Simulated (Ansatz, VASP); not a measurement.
# Hf: VASP beside Ansatz

```
Hf
1.0
    -1.79109    1.79109    1.79109
     1.79109   -1.79109    1.79109
     1.79109    1.79109   -1.79109
Hf
1
Cartesian
  0.0000 0.0000 0.0000
```

Alike in both runs: functional PBE; k mesh 16 × 16 × 16; occupations fermi-dirac, width 0.05 eV; no spin polarisation.

Ansatz relaxed the structure, and its values are those at the end. VASP's run is a single point on that final structure, the one shown.

|  | VASP | Ansatz |
| --- | --- | --- |
| version | VASP 6.6.1 | Ansatz 0.2.0 |
| potentials or method | VASP PAW PBE potentials, release 64 (Hf_pv), cutoff 520 eV | all-electron LAPW, non-relativistic |

|  | VASP | Ansatz | Ansatz less VASP |
| --- | --- | --- | --- |
| pressure (GPa) | -3.3 | 0.0 | +3.32 |

Ansatz ran all-electron here, and VASP with PAW potentials.

Spin-orbit coupling is off throughout.
